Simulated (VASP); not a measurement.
# CsSrF3 (Pm-3m) in VASP: notebook

CsSrF3 is run at these levels: LDA; tasks: single point.

All numbers are computed with VASP 6.6.1; they aren't measurements. Logs are shortened: lines on timing, memory, paths and dates and some standing lists are left out, and cuts for length are marked.

## (1) The cell of the first run

It takes space group Pm-3m (No. 221, cubic). The conventional cell has a = 4.763 Å, b = 4.763 Å, c = 4.763 Å, α = 90.00°, β = 90.00°, γ = 90.00°. Within 4.4 Å of Cs (site symmetry m-3m) lie 12 F at 3.37 Å and 8 Sr at 4.13 Å. Sr (site symmetry m-3m) has 6 F at 2.38 Å within 3.1 Å. F (site symmetry 4/mmm) has 2 Sr at 2.38 Å within 3.1 Å.

## (2) Single point, LDA

Input file INCAR:

```
SYSTEM = CsSrF3
PREC     = Accurate       ! precision mode
ENCUT    = 520            ! plane-wave cutoff, eV
EDIFF    = 1E-6           ! SCF threshold, eV
ISMEAR   = 0              ! smearing method
SIGMA    = 0.05           ! smearing width, eV
LREAL    = .FALSE.        ! projectors in reciprocal space
LASPH    = .TRUE.         ! aspherical terms in the spheres
NELM     = 60             ! most SCF steps
ALGO     = Normal         ! electronic algorithm
ISIF     = 2              ! what is computed and relaxed
LWAVE    = .FALSE.        ! write WAVECAR
LCHARG   = .TRUE.         ! write CHGCAR
GGA      = CA             ! functional
LELF     = .TRUE.         ! ELF
LVHAR    = .TRUE.       
NBANDS   = 28             ! bands
```

Input file KPOINTS:

```
regular mesh
0
G
  6 6 6
  0 0 0
```

Input file POSCAR:

```
CsSrF3
1.0
    4.7632470100      0.0000000000      0.0000000000
    0.0000000000      4.7632470100      0.0000000000
    0.0000000000      0.0000000000      4.7632470100
Cs Sr F
1 1 3
Direct
    0.0000000000      0.0000000000      0.0000000000
    0.5000000000      0.5000000000      0.5000000000
    0.0000000000      0.5000000000      0.5000000000
    0.5000000000      0.0000000000      0.5000000000
    0.5000000000      0.5000000000      0.0000000000
```

Potentials or basis: VASP PAW LDA potentials, release 64 (Cs_sv, Sr_sv, F).

Run with:

```console
> cat potpaw_LDA.64/Cs_sv/POTCAR potpaw_LDA.64/Sr_sv/POTCAR potpaw_LDA.64/F/POTCAR > POTCAR
> mpirun -np 1 vasp_std > vasp.out
```

OUTCAR:

```text
SYSTEM = CsSrF3
   PREC = Accurate
   ENCUT = 520
   EDIFF = 1E-6
   ISMEAR = 0
   LREAL = .FALSE.
   LASPH = .TRUE.
   NELM = 60
   ISIF = 2
   GGA = CA

 ion  position               nearest neighbor table
   1  0.000  0.000  0.000-   2 4.13   2 4.13   2 4.13   2 4.13   2 4.13   2 4.13   2 4.13   2 4.13

   2  0.500  0.500  0.500-   3 2.38   4 2.38   5 2.38   5 2.38   4 2.38   3 2.38   1 4.13   1 4.13
                             1 4.13   1 4.13   1 4.13   1 4.13   1 4.13   1 4.13
   3  0.000  0.500  0.500-   2 2.38   2 2.38
   4  0.500  0.000  0.500-   2 2.38   2 2.38
   5  0.500  0.500  0.000-   2 2.38   2 2.38

  LATTYP: Found a simple cubic cell.
 ALAT       =     4.7632470100

  Lattice vectors:

 A1 = (   4.7632470100,   0.0000000000,   0.0000000000)
 A2 = (   0.0000000000,   4.7632470100,   0.0000000000)
 A3 = (   0.0000000000,   0.0000000000,   4.7632470100)

Analysis of symmetry for initial positions (statically):
=====================================================================
 Subroutine PRICEL returns:
 Original cell was already a primitive cell.

 Routine SETGRP: Setting up the symmetry group for a
 simple cubic supercell.

 Subroutine GETGRP returns: Found 48 space group operations
 (whereof 48 operations were pure point group operations)
 out of a pool of 48 trial point group operations.

The static configuration has the point symmetry O_h .

Analysis of symmetry for dynamics (positions and initial velocities):
=====================================================================
 Subroutine PRICEL returns:
 Original cell was already a primitive cell.

 Routine SETGRP: Setting up the symmetry group for a
 simple cubic supercell.

 Subroutine GETGRP returns: Found 48 space group operations
 (whereof 48 operations were pure point group operations)
 out of a pool of 48 trial point group operations.

The dynamic configuration has the point symmetry O_h .

 Subroutine INISYM returns: Found 48 space group operations
 (whereof 48 operations are pure point group operations),
 and found     1 'primitive' translations

----------------------------------------------------------------------------------------

                                     Primitive cell

  volume of cell :     108.0710

  direct lattice vectors                    reciprocal lattice vectors
[... 88 lines left out ...]
   EDIFF  = 0.1E-05   stopping-criterion for ELM
   LREAL  =      F    real-space projection
   EDIFFG = 0.1E-04   stopping-criterion for IOM
   NSW    =      0    number of steps for IOM
   IBRION =     -1    ionic relax: 0-MD 1-quasi-New 2-CG
   NFREE  =      0    steps in history (QN), initial steepest desc. (CG)
   ISIF   =      2    stress and relaxation
   ISYM   =      2    0-nonsym 1-usesym 2-fastsym
   POTIM  = 0.5000    time-step for ionic-motion
   TEBEG  =    0.0;   TEEND  =   0.0 temperature during run
   PSTRESS=    0.0 pullay stress
   NELECT =      40.0000    total number of electrons
   NUPDOWN=      -1.0000    fix difference up-down
   EMIN   =  10.00;   EMAX   =-10.00  energy-range for DOS
   EFERMI =   0.00;   METHOD = LEGACY
   ISMEAR =     0;   SIGMA  =   0.05  broadening in eV -4-tet -1-fermi 0-gaus
   EFERMI_NEDOS =   21; number of points for ismear=-14 and -15
   IALGO  =     38    algorithm
   IMIX   =      4    mixing-type and parameters
     AMIX     =   0.40;   BMIX     =  1.00
     AMIX_MAG =   1.60;   BMIX_MAG =  1.00
  volume/ion in A,a.u.               =      21.61       145.86
  Fermi-wavevector in a.u.,A,eV,Ry     =   1.175416  2.221215 18.797858  1.381604
  Thomas-Fermi vector in A             =   2.311797
   LORBIT       =      0    0 simple, 1 ext, 2 COOP (PROOUT), +10 PAW based schemes
   GGA     = CA    functional components
   LHFCALC =     F    Hartree Fock is set to
   AEXX    =    0.0000 exact exchange contribution
   IVDW    =     0    specifies the selected vdW correction
   LEPSILON=     F    determine dielectric tensor
   LRPA    =     F    only Hartree local field effects (RPA)
 non-spin polarized calculation
 Gauss-broadening in eV      SIGMA  =   0.05
  energy-cutoff  :      520.00
  volume of cell :      108.07
 maximum number of plane-waves:      2945
 NGX is ok and might be reduce to    36
   NGX = 17   NGY = 17   NGZ = 17

 number of electron      39.9999960 magnetization

 Free energy of the ion-electron system (eV)
  ---------------------------------------------------
  ext. energy  EPLUGINS =         0.00000000
  ---------------------------------------------------
  free energy    TOTEN  =       -27.12455749 eV

  energy without entropy =      -27.12455749  energy(sigma->0) =      -27.12455749

 E-fermi :  -2.2548     XC(G=0):  -9.0848

 val. band max:       -2.4999642419   @ k =   0.0000   0.0000   0.0000
 cond. band min:       3.5341484716   @ k =   0.0000   0.0000   0.0000
 fundamental gap:      6.0341127135
 Fermi energy:        -2.2548067095

 k-point     1 :       0.0000    0.0000    0.0000
  band No.  band energies     occupation
      1     -32.0959      2.00000
      2     -21.0885      2.00000
      3     -21.0092      2.00000
      4     -21.0092      2.00000
      5     -20.1915      2.00000
      6     -14.4920      2.00000
[... 609 lines left out ...]
     27       9.1039      0.00000
     28       9.2184      0.00000

------------------------ aborting loop because EDIFF is reached ----------------------------------------

  FORCE on cell =-STRESS in cart. coord.  units (eV):
  Direction    XX          YY          ZZ          XY          YZ          ZX
  --------------------------------------------------------------------------------------
  -------------------------------------------------------------------------------------
  Total       -2.0321841     -2.0321841     -2.0321841      0.0000000     -0.0000000      0.0000000
  in kB      -30.1275845    -30.1275845    -30.1275845      0.0000000     -0.0000000      0.0000000
  external PRESSURE =     -30.1275845 kB  Pullay stress =       0.0000000 kB

 VOLUME and BASIS-vectors are now :
 -----------------------------------------------------------------------------
  energy-cutoff  :      520.00
  volume of cell :      108.07
      direct lattice vectors                 reciprocal lattice vectors
     4.763247010  0.000000000  0.000000000     0.209940824  0.000000000  0.000000000
     0.000000000  4.763247010  0.000000000     0.000000000  0.209940824  0.000000000
     0.000000000  0.000000000  4.763247010     0.000000000  0.000000000  0.209940824

 POSITION                                       TOTAL-FORCE (eV/Angst)
 -----------------------------------------------------------------------------------
      0.00000      0.00000      0.00000         0.000000      0.000000      0.000000
      2.38162      2.38162      2.38162         0.000000      0.000000      0.000000
      0.00000      2.38162      2.38162         0.000000      0.000000      0.000000
      2.38162      0.00000      2.38162         0.000000      0.000000      0.000000
      2.38162      2.38162      0.00000         0.000000      0.000000      0.000000
 -----------------------------------------------------------------------------------
    total drift:                                0.000000      0.000000      0.000000

  FREE ENERGIE OF THE ION-ELECTRON SYSTEM (eV)
  ---------------------------------------------------
  free  energy   TOTEN  =       -27.1245574885 eV

  energy  without entropy=      -27.1245574885  energy(sigma->0) =      -27.12455749
```

stdout:

```text
POSCAR found type information on POSCAR CsSrF
 POSCAR found :  3 types and       5 ions
 scaLAPACK will be used
 LDA part: xc-table for (Slater(with rela. corr.)+CA(PZ))
 , standard interpolation
 POSCAR, INCAR and KPOINTS ok, starting setup
 FFT: planning ... GRIDC
 FFT: planning ... GRID_SOFT
 FFT: planning ... GRID
 WAVECAR not read
 entering main loop
```

Wall time 20 s (1 thread of Intel Xeon 6975P-C (Granite Rapids), shared host); peak memory 0.2 GiB.

Results:

| Item | Value |
| --- | --- |
| Free energy | -27.1246 eV |
| Pressure | -3.0 GPa |
| Band gap on the k mesh | 6.03 eV, direct |

Levels at points of the mesh, in eV from the valence-band top:
```csv
k point,band 18,band 19,band 20,band 21,band 22,band 23
"(0.00, 0.00, 0.00)",0.00,0.00,0.00,6.03,7.56,7.56
"(0.50, 0.00, 0.00)",-0.42,-0.02,-0.02,7.70,8.39,9.04
"(0.50, 0.50, 0.00)",-0.25,-0.04,-0.04,8.03,8.46,8.88
"(0.50, 0.50, 0.50)",-0.03,-0.03,-0.03,8.35,8.35,8.35
```

Caveat: spin-orbit coupling is left out, which moves the levels of the heavy elements. A hybrid or GW would open this gap; LDA tends to underestimate it.

## (3) Single point, LDA

Input file INCAR:

```
PREC = Accurate ; ENCUT = 520
EDIFF = 1E-6 ; ISMEAR = 0
SIGMA = 0.05 ; LREAL = F
LASPH = T ; NELM = 80
ALGO = Normal ; ISIF = 2
LWAVE = F ; LCHARG = T
GGA = CA ; LELF = T
LVHAR = T ; NBANDS = 28
```

Input file KPOINTS:

```
Automatic mesh
0
Gamma
  6 6 6
```

POSCAR is that of step 2.

Potentials or basis: VASP PAW LDA potentials, release 64 (Cs_sv, Sr_sv, F).

Run with:

```console
> cat potpaw_LDA.64/Cs_sv/POTCAR potpaw_LDA.64/Sr_sv/POTCAR potpaw_LDA.64/F/POTCAR > POTCAR
> mpirun -np 1 vasp_std > vasp.out
```

OUTCAR:

```text
PREC = Accurate
   ENCUT = 520
   EDIFF = 1E-6
   ISMEAR = 0
   LREAL = F
   LASPH = T
   NELM = 80
   ISIF = 2
   GGA = CA

 ion  position               nearest neighbor table
   1  0.000  0.000  0.000-   2 4.13   2 4.13   2 4.13   2 4.13   2 4.13   2 4.13   2 4.13   2 4.13

   2  0.500  0.500  0.500-   3 2.38   4 2.38   5 2.38   5 2.38   4 2.38   3 2.38   1 4.13   1 4.13
                             1 4.13   1 4.13   1 4.13   1 4.13   1 4.13   1 4.13
   3  0.000  0.500  0.500-   2 2.38   2 2.38
   4  0.500  0.000  0.500-   2 2.38   2 2.38
   5  0.500  0.500  0.000-   2 2.38   2 2.38

  LATTYP: Found a simple cubic cell.
 ALAT       =     4.7632470100

  Lattice vectors:

 A1 = (   4.7632470100,   0.0000000000,   0.0000000000)
 A2 = (   0.0000000000,   4.7632470100,   0.0000000000)
 A3 = (   0.0000000000,   0.0000000000,   4.7632470100)

Analysis of symmetry for initial positions (statically):
=====================================================================
 Subroutine PRICEL returns:
 Original cell was already a primitive cell.

 Routine SETGRP: Setting up the symmetry group for a
 simple cubic supercell.

 Subroutine GETGRP returns: Found 48 space group operations
 (whereof 48 operations were pure point group operations)
 out of a pool of 48 trial point group operations.

The static configuration has the point symmetry O_h .

Analysis of symmetry for dynamics (positions and initial velocities):
=====================================================================
 Subroutine PRICEL returns:
 Original cell was already a primitive cell.

 Routine SETGRP: Setting up the symmetry group for a
 simple cubic supercell.

 Subroutine GETGRP returns: Found 48 space group operations
 (whereof 48 operations were pure point group operations)
 out of a pool of 48 trial point group operations.

The dynamic configuration has the point symmetry O_h .
[... 118 lines left out ...]
   IMIX   =      4    mixing-type and parameters
     AMIX     =   0.40;   BMIX     =  1.00
     AMIX_MAG =   1.60;   BMIX_MAG =  1.00
  volume/ion in A,a.u.               =      21.61       145.86
  Fermi-wavevector in a.u.,A,eV,Ry     =   1.175416  2.221215 18.797858  1.381604
  Thomas-Fermi vector in A             =   2.311797
   LORBIT       =      0    0 simple, 1 ext, 2 COOP (PROOUT), +10 PAW based schemes
   GGA     = CA    functional components
   LHFCALC =     F    Hartree Fock is set to
   AEXX    =    0.0000 exact exchange contribution
   IVDW    =     0    specifies the selected vdW correction
   LEPSILON=     F    determine dielectric tensor
   LRPA    =     F    only Hartree local field effects (RPA)
 non-spin polarized calculation
 Gauss-broadening in eV      SIGMA  =   0.05
  energy-cutoff  :      520.00
  volume of cell :      108.07
 maximum number of plane-waves:      2945
 NGX is ok and might be reduce to    36
   NGX = 17   NGY = 17   NGZ = 17

 number of electron      39.9999960 magnetization

 Free energy of the ion-electron system (eV)
  ---------------------------------------------------
  ext. energy  EPLUGINS =         0.00000000
  ---------------------------------------------------
  free energy    TOTEN  =       -27.12455749 eV

  energy without entropy =      -27.12455749  energy(sigma->0) =      -27.12455749

 E-fermi :  -2.2548     XC(G=0):  -9.0848

 val. band max:       -2.4999642419   @ k =   0.0000   0.0000   0.0000
 cond. band min:       3.5341484716   @ k =   0.0000   0.0000   0.0000
 fundamental gap:      6.0341127135
 Fermi energy:        -2.2548067095

 k-point     1 :       0.0000    0.0000    0.0000
  band No.  band energies     occupation
      1     -32.0959      2.00000
      2     -21.0885      2.00000
      3     -21.0092      2.00000
      4     -21.0092      2.00000
      5     -20.1915      2.00000
      6     -14.4920      2.00000
[... 609 lines left out ...]
     27       9.1039      0.00000
     28       9.2184      0.00000

------------------------ aborting loop because EDIFF is reached ----------------------------------------

  FORCE on cell =-STRESS in cart. coord.  units (eV):
  Direction    XX          YY          ZZ          XY          YZ          ZX
  --------------------------------------------------------------------------------------
  -------------------------------------------------------------------------------------
  Total       -2.0321841     -2.0321841     -2.0321841      0.0000000     -0.0000000      0.0000000
  in kB      -30.1275845    -30.1275845    -30.1275845      0.0000000     -0.0000000      0.0000000
  external PRESSURE =     -30.1275845 kB  Pullay stress =       0.0000000 kB

 VOLUME and BASIS-vectors are now :
 -----------------------------------------------------------------------------
  energy-cutoff  :      520.00
  volume of cell :      108.07
      direct lattice vectors                 reciprocal lattice vectors
     4.763247010  0.000000000  0.000000000     0.209940824  0.000000000  0.000000000
     0.000000000  4.763247010  0.000000000     0.000000000  0.209940824  0.000000000
     0.000000000  0.000000000  4.763247010     0.000000000  0.000000000  0.209940824

 POSITION                                       TOTAL-FORCE (eV/Angst)
 -----------------------------------------------------------------------------------
      0.00000      0.00000      0.00000         0.000000      0.000000      0.000000
      2.38162      2.38162      2.38162         0.000000      0.000000      0.000000
      0.00000      2.38162      2.38162         0.000000      0.000000      0.000000
      2.38162      0.00000      2.38162         0.000000      0.000000      0.000000
      2.38162      2.38162      0.00000         0.000000      0.000000      0.000000
 -----------------------------------------------------------------------------------
    total drift:                                0.000000      0.000000      0.000000

  FREE ENERGIE OF THE ION-ELECTRON SYSTEM (eV)
  ---------------------------------------------------
  free  energy   TOTEN  =       -27.1245574885 eV

  energy  without entropy=      -27.1245574885  energy(sigma->0) =      -27.12455749
```

OSZICAR:

```text
N       E                     dE             d eps       ncg     rms          rms(c)
DAV:   1     0.278959525579E+03    0.27896E+03   -0.21189E+04  1120   0.133E+03
DAV:   2    -0.108977602371E+02   -0.28986E+03   -0.28103E+03  1408   0.300E+02
DAV:   3    -0.295210346625E+02   -0.18623E+02   -0.18561E+02  1372   0.774E+01
DAV:   4    -0.304101448710E+02   -0.88911E+00   -0.88743E+00  1964   0.103E+01
DAV:   5    -0.304160211393E+02   -0.58763E-02   -0.58762E-02  1336   0.814E-01    0.211E+01
DAV:   6    -0.273443725544E+02    0.30716E+01   -0.11404E+01  1228   0.249E+01    0.183E+01
DAV:   7    -0.272528881612E+02    0.91484E-01   -0.14841E+00  1428   0.604E+00    0.902E+00
DAV:   8    -0.271427775253E+02    0.11011E+00   -0.21488E-01  1400   0.327E+00    0.132E+00
DAV:   9    -0.271260253647E+02    0.16752E-01   -0.71123E-02  1412   0.142E+00    0.439E-01
DAV:  10    -0.271246799382E+02    0.13454E-02   -0.12467E-02  1436   0.667E-01    0.298E-01
DAV:  11    -0.271245712221E+02    0.10872E-03   -0.52817E-04  1548   0.138E-01    0.539E-02
DAV:  12    -0.271245599852E+02    0.11237E-04   -0.15291E-04  1464   0.666E-02    0.174E-02
DAV:  13    -0.271245579447E+02    0.20405E-05   -0.39047E-05  1420   0.343E-02    0.595E-03
DAV:  14    -0.271245574885E+02    0.45618E-06   -0.46085E-06  1204   0.125E-02
   1 F= -.27124557E+02 E0= -.27124557E+02  d E =-.492633E-13
```

It took 19 s on 1 thread of Intel Xeon 6975P-C (Granite Rapids), shared host; peak memory 0.2 GiB.

Results:

* Free energy: -27.1246 eV
* Pressure: -3.0 GPa
* Band gap on the k mesh: 6.03 eV, direct

Caveat: spin-orbit coupling is left out, which moves the levels of the heavy elements. A k mesh can miss the band edges.
